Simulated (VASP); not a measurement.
# PtS2 (P-3m1) in VASP: relaxation of cell and atoms with PBE

Aim: the relaxation of cell and atoms of PtS2 with PBE.

Everything below comes from runs of VASP 6.6.1. Logs are shortened: lines on timing, memory, paths and dates and some standing lists are left out, and cuts for length are marked.

### Step 1. The cell of the first run

The structure is trigonal, space group P-3m1 (No. 164). The conventional cell has a = 3.549 Å, b = 3.549 Å, c = 5.597 Å, α = 90.00°, β = 90.00°, γ = 120.00°. Within 3.2 Å of Pt (site symmetry -3m) lie 6 S at 2.39 Å. Within 3.3 Å of S (site symmetry 3m) lie 3 Pt at 2.39 Å and 3 S at 3.21 Å.

### Step 2. Relaxation of cell and atoms, PBE

Contents of INCAR:

```
SYSTEM = PtS2
  PREC = Accurate
  ENCUT = 570
  EDIFF = 1E-7
  ISMEAR = 0
  SIGMA = 0.02
  LREAL = .False.
  LASPH = .True.
  NELM = 120
  ALGO = Normal
  ISIF = 3
  LWAVE = .False.
  LCHARG = .False.
  GGA = PE
  IBRION = 2
  NSW = 100
  EDIFFG = -0.01
  GGA_COMPAT = .False.
  NELMIN = 4
```

Contents of KPOINTS:

```
Automatic mesh
0
Gamma
  9 9 6
  0 0 0
```

Contents of POSCAR:

```
PtS2
1.0
    3.5487422900      0.0000000000      0.0000000000
   -1.7743711500      3.0733008400      0.0000000000
    0.0000000000      0.0000000000      5.5970664000
Pt S
1 2
Direct
    0.0000000000      0.0000000000      0.0000000000
    0.6666666900      0.3333333400      0.7796640400
    0.3333333400      0.6666666900      0.2203359500
```

Potentials or basis: VASP PAW PBE potentials, release 64 (Pt_sv_GW, S).

Launch:

```bash
cat potpaw_PBE.64/Pt_sv_GW/POTCAR potpaw_PBE.64/S/POTCAR > POTCAR
mpirun -np 1 vasp_std > vasp.out
```

OUTCAR:

```text
SYSTEM = PtS2
   PREC = Accurate
   ENCUT = 570
   EDIFF = 1E-7
   ISMEAR = 0
   LREAL = .False.
   LASPH = .True.
   NELM = 120
   ISIF = 3
   GGA = PE
   IBRION = 2
   NSW = 100
   EDIFFG = -0.01
   NELMIN = 4

 ion  position               nearest neighbor table
   1  0.000  0.000  0.000-   2 2.39   3 2.39   3 2.39   2 2.39   3 2.39   2 2.39
   2  0.667  0.333  0.780-   1 2.39   1 2.39   1 2.39
   3  0.333  0.667  0.220-   1 2.39   1 2.39   1 2.39

  LATTYP: Found a hexagonal cell.
 ALAT       =     3.5487422900
 C/A-ratio  =     1.5771971991

  Lattice vectors:

 A1 = (   3.5487422900,   0.0000000000,   0.0000000000)
 A2 = (  -1.7743711500,   3.0733008400,   0.0000000000)
 A3 = (   0.0000000000,   0.0000000000,   5.5970664000)

Analysis of symmetry for initial positions (statically):
=====================================================================
 Subroutine PRICEL returns:
 Original cell was already a primitive cell.

 Routine SETGRP: Setting up the symmetry group for a
 hexagonal supercell.

 Subroutine GETGRP returns: Found 12 space group operations
 (whereof 12 operations were pure point group operations)
 out of a pool of 24 trial point group operations.

The static configuration has the point symmetry D_3d.

Analysis of symmetry for dynamics (positions and initial velocities):
=====================================================================
 Subroutine PRICEL returns:
 Original cell was already a primitive cell.

 Routine SETGRP: Setting up the symmetry group for a
 hexagonal supercell.

 Subroutine GETGRP returns: Found 12 space group operations
 (whereof 12 operations were pure point group operations)
 out of a pool of 24 trial point group operations.

The dynamic configuration has the point symmetry D_3d.

 Subroutine INISYM returns: Found 12 space group operations
 (whereof 12 operations are pure point group operations),
 and found     1 'primitive' translations

----------------------------------------------------------------------------------------

                                     Primitive cell

  volume of cell :      61.0436

  direct lattice vectors                    reciprocal lattice vectors
     3.548742290  0.000000000  0.000000000     0.281789975  0.162691525  0.000000000
    -1.774371150  3.073300840  0.000000000     0.000000000  0.325383050  0.000000000
     0.000000000  0.000000000  5.597066400     0.000000000  0.000000000  0.178665024

  length of vectors
     3.548742290  3.548742176  5.597066400     0.325383039  0.325383050  0.178665024

  position of ions in fractional coordinates (direct lattice)
     0.000000000  0.000000000  0.000000000
     0.666666690  0.333333340  0.779664040
     0.333333340  0.666666690  0.220335950

  ion indices of the primitive-cell ions
   primitive index   ion index
                 1           1
                 2           2
                 3           3

----------------------------------------------------------------------------------------

 KPOINTS: Automatic mesh

Automatic generation of k-mesh.
 Grid dimensions read from file:
 generate k-points for:    9    9    6

 Generating k-lattice:

  Cartesian coordinates                     Fractional coordinates (reciprocal lattice)
     0.031309997  0.018076836  0.000000000     0.111111111 -0.000000000  0.000000000
     0.000000000  0.036153672  0.000000000     0.000000000  0.111111111  0.000000000
     0.000000000  0.000000000  0.029777504     0.000000000  0.000000000  0.166666667

  Length of vectors
     0.036153671  0.036153672  0.029777504

  Shift w.r.t. Gamma in fractional coordinates (k-lattice)
     0.000000000  0.000000000  0.000000000

 Subroutine IBZKPT returns following result:
 ===========================================

 Found     62 irreducible k-points:

 Following reciprocal coordinates:
            Coordinates               Weight
  0.000000  0.000000  0.000000      1.000000
  0.111111  0.000000  0.000000      6.000000
  0.222222  0.000000  0.000000      6.000000
  0.333333  0.000000  0.000000      6.000000
  0.444444  0.000000  0.000000      6.000000
  0.111111  0.111111  0.000000      6.000000
[... 16 lines left out ...]
  0.222222  0.111111  0.166667     12.000000
 -0.111111  0.333333  0.166667     12.000000
 [... further k-points ...]
   k-points           NKPTS =     62   k-points in BZ     NKDIM =     62   number of bands    NBANDS=     19
   number of dos      NEDOS =    301   number of ions     NIONS =      3
   total plane-waves  NPLWV =  37632
   dimension x,y,z NGX =    28 NGY =   28 NGZ =   48
   dimension x,y,z NGXF=    56 NGYF=   56 NGZF=   96
   ions per type =               1   2
   NGX,Y,Z   is equivalent  to a cutoff of  13.12, 13.12, 14.26 a.u.
   NGXF,Y,Z  is equivalent  to a cutoff of  26.23, 26.23, 28.51 a.u.
 SYSTEM =  PtS2
   PREC   = accura    normal or accurate (medium, high low for compatibility)
   ISTART =      0    job   : 0-new  1-cont  2-samecut
   ICHARG =      2    charge: 1-file 2-atom 10-const
   ISPIN  =      1    spin polarized calculation?
   LNONCOLLINEAR =      F non collinear calculations
   LSORBIT =      F    spin-orbit coupling
   LASPH  =      T    aspherical Exc in radial PAW
   ENCUT  =  570.0 eV  41.89 Ry    6.47 a.u.   6.91  6.91 10.90*2*pi/ulx,y,z
   NELM   =    120;   NELMIN=  4; NELMDL= -5     # of ELM steps
   EDIFF  = 0.1E-06   stopping-criterion for ELM
   LREAL  =      F    real-space projection
   EDIFFG = -.1E-01   stopping-criterion for IOM
   NSW    =    100    number of steps for IOM
   IBRION =      2    ionic relax: 0-MD 1-quasi-New 2-CG
   NFREE  =      1    steps in history (QN), initial steepest desc. (CG)
   ISIF   =      3    stress and relaxation
   ISYM   =      2    0-nonsym 1-usesym 2-fastsym
   POTIM  = 0.5000    time-step for ionic-motion
   TEBEG  =    0.0;   TEEND  =   0.0 temperature during run
   PSTRESS=    0.0 pullay stress
   NELECT =      30.0000    total number of electrons
   NUPDOWN=      -1.0000    fix difference up-down
   EMIN   =  10.00;   EMAX   =-10.00  energy-range for DOS
   EFERMI =   0.00;   METHOD = LEGACY
   ISMEAR =     0;   SIGMA  =   0.02  broadening in eV -4-tet -1-fermi 0-gaus
   EFERMI_NEDOS =   21; number of points for ismear=-14 and -15
   IALGO  =     38    algorithm
   IMIX   =      4    mixing-type and parameters
     AMIX     =   0.40;   BMIX     =  1.00
     AMIX_MAG =   1.60;   BMIX_MAG =  1.00
  volume/ion in A,a.u.               =      20.35       137.31
  Fermi-wavevector in a.u.,A,eV,Ry     =   1.291919  2.441373 22.708864  1.669054
  Thomas-Fermi vector in A             =   2.423659
   LORBIT       =      0    0 simple, 1 ext, 2 COOP (PROOUT), +10 PAW based schemes
   GGA     = PE    functional components
   LHFCALC =     F    Hartree Fock is set to
   AEXX    =    0.0000 exact exchange contribution
   IVDW    =     0    specifies the selected vdW correction
   LEPSILON=     F    determine dielectric tensor
   LRPA    =     F    only Hartree local field effects (RPA)
 conjugate gradient relaxation of ions
 non-spin polarized calculation
 Gauss-broadening in eV      SIGMA  =   0.02
  energy-cutoff  :      570.00
  volume of cell :       61.04
 maximum number of plane-waves:      1906
   NGX = 13   NGY = 13   NGZ = 21

--------------------------------------- Ionic step        1  -------------------------------------------

 number of electron      30.0000001 magnetization

 Free energy of the ion-electron system (eV)
  ---------------------------------------------------
  ext. energy  EPLUGINS =         0.00000000
  ---------------------------------------------------
  free energy    TOTEN  =       -15.40975262 eV

  energy without entropy =      -15.40975262  energy(sigma->0) =      -15.40975262

------------------------ aborting loop because EDIFF is reached ----------------------------------------

  FORCE on cell =-STRESS in cart. coord.  units (eV):
  Direction    XX          YY          ZZ          XY          YZ          ZX
  --------------------------------------------------------------------------------------
  -------------------------------------------------------------------------------------
  Total        0.7747472      0.7747471      0.2857428     -0.0000000      0.0000000      0.0000000
  in kB       20.3343638     20.3343620      7.4997354     -0.0000000      0.0000000      0.0000000
  external PRESSURE =      16.0561537 kB  Pullay stress =       0.0000000 kB
[... 92 lines left out ...]
  FREE ENERGIE OF THE ION-ELECTRON SYSTEM (eV)
  ---------------------------------------------------
  free  energy   TOTEN  =       -15.4138702086 eV

  energy  without entropy=      -15.4138702086  energy(sigma->0) =      -15.41387021

 E-fermi :   5.0368     XC(G=0): -10.0091

 val. band max:        4.7341591547   @ k =   0.0000   0.2222   0.1667
 cond. band min:       5.9401700911   @ k =   0.0000   0.2222   0.3333
 fundamental gap:      1.2060109364
 Fermi energy:         5.0368328283

 k-point     1 :       0.0000    0.0000    0.0000
  band No.  band energies     occupation
      1     -94.3467      2.00000
      2     -48.4959      2.00000
      3     -48.4959      2.00000
      4     -48.3885      2.00000
      5      -9.7463      2.00000
      6      -7.2932      2.00000
[... 505 lines left out ...]
      6      -7.5999      2.00000
[... 11 lines left out ...]
     18      10.8408      0.00000
     19      12.6848      0.00000

 [... further k-points ...]

 E-fermi :   4.8851     XC(G=0):  -9.9010

 val. band max:        4.5140077817   @ k =   0.0000   0.2222   0.1667
 cond. band min:       5.7672340136   @ k =   0.0000   0.2222   0.3333
 fundamental gap:      1.2532262319
 Fermi energy:         4.8850664120

 k-point     1 :       0.0000    0.0000    0.0000
  band No.  band energies     occupation
      1     -94.5103      2.00000
      2     -48.6600      2.00000
      3     -48.6600      2.00000
      4     -48.5570      2.00000
      5      -9.8920      2.00000
      6      -7.4886      2.00000
[... 505 lines left out ...]
      6      -7.7742      2.00000
[... 11 lines left out ...]
     18      10.6912      0.00000
     19      12.5252      0.00000

 [... further k-points ...]

[... ionic steps 4 to 16 ...]

--------------------------------------- Ionic step       17  -------------------------------------------

 number of electron      30.0000000 magnetization

------------------------ aborting loop because EDIFF is reached ----------------------------------------
[... 69 lines left out ...]
--------------------------------------- Ionic step       19  -------------------------------------------

 number of electron      30.0000000 magnetization

 Free energy of the ion-electron system (eV)
  ---------------------------------------------------
  ext. energy  EPLUGINS =         0.00000000
  ---------------------------------------------------
  free energy    TOTEN  =       -15.41638728 eV

  energy without entropy =      -15.41638728  energy(sigma->0) =      -15.41638728

 E-fermi :   4.8385     XC(G=0):  -9.8780

 val. band max:        4.4783010434   @ k =   0.0000   0.2222   0.1667
 cond. band min:       5.7370513130   @ k =   0.0000   0.2222   0.3333
 fundamental gap:      1.2587502696
 Fermi energy:         4.8385212018

 k-point     1 :       0.0000    0.0000    0.0000
  band No.  band energies     occupation
      1     -94.5453      2.00000
      2     -48.6969      2.00000
      3     -48.6969      2.00000
      4     -48.5900      2.00000
      5      -9.9288      2.00000
      6      -7.5196      2.00000
[... 505 lines left out ...]
      6      -7.8078      2.00000
[... 11 lines left out ...]
     18      10.6599      0.00000
     19      12.4939      0.00000

 [... further k-points ...]
[... 5 lines left out ...]
  --------------------------------------------------------------------------------------
  -------------------------------------------------------------------------------------
  Total        0.0033048      0.0033048      0.0026641     -0.0000000      0.0000000     -0.0000000
  in kB        0.0837678      0.0837678      0.0675293     -0.0000000      0.0000000     -0.0000000
  external PRESSURE =       0.0783550 kB  Pullay stress =       0.0000000 kB
[... 18 lines left out ...]
  FREE ENERGIE OF THE ION-ELECTRON SYSTEM (eV)
  ---------------------------------------------------
  free  energy   TOTEN  =       -15.4163872835 eV

  energy  without entropy=      -15.4163872835  energy(sigma->0) =      -15.41638728

 reached required accuracy - stopping structural energy minimisation
```

Run time: 7.3 min. Hardware: 1 thread of AMD EPYC 9R45 (Zen 5), shared host; peak memory 0.23 GiB.

Results:

```
Free energy                           : -15.4164 eV
Relaxed volume                        : 21.07 Å³/atom
Relaxed cell                          : a = 3.574 Å, b = 3.574 Å, c = 5.714 Å, α = 90.00°, β = 90.00°, γ = 120.00°
Space group after relaxing (to 0.1 Å) : P-3m1 (No. 164)
Energy gained by relaxing             : 2.2 meV/atom
Ionic steps                           : 19
Pressure after relaxing               : 0.0 GPa
Band gap on the k mesh                : 1.26 eV (least direct gap 1.32 eV)
```

The path:
```csv
step,energy change (eV),largest force (eV/Å),pressure (GPa),volume (Å³)
1,0.0000,0.0516,1.61,61.04
2,0.0049,0.3321,-2.32,62.86
3,-0.0041,0.1080,0.00,61.77
4,-0.0041,0.1120,-0.08,61.78
5,-0.0051,0.0659,-0.06,61.87
6,-0.0054,0.0230,-0.03,61.94
7,-0.0055,0.0031,0.16,61.91
8,-0.0055,0.0007,0.20,61.91
9,-0.0056,0.0004,0.19,61.93
10,-0.0057,0.0035,0.19,62.01
11,-0.0059,0.0099,0.18,62.16
12,-0.0062,0.0224,0.12,62.46
13,-0.0062,0.0462,0.01,63.07
14,-0.0063,0.0346,0.04,62.79
15,-0.0065,0.0259,-0.03,63.01
16,-0.0066,0.0192,-0.10,63.18
17,-0.0066,0.0171,-0.12,63.23
18,-0.0065,0.0428,0.29,63.16
19,-0.0066,0.0003,0.01,63.21
```

Final structure:
```xyz
3
Lattice="3.5741 0.0000 0.0000 -1.7870 3.0953 0.0000 0.0000 0.0000 5.7136" Properties=species:S:1:pos:R:3 pbc="T T T"
Pt    0.0000    0.0000    0.0000
S     1.7870    1.0318    4.4891
S     0.0000    2.0635    1.2246
```

Caveat: spin-orbit coupling is left out, which moves the levels of the heavy elements; this functional lacks dispersion, which binds layers or chains, so the pressure and a relaxed spacing across them are unreliable. A k mesh can miss the band edges.
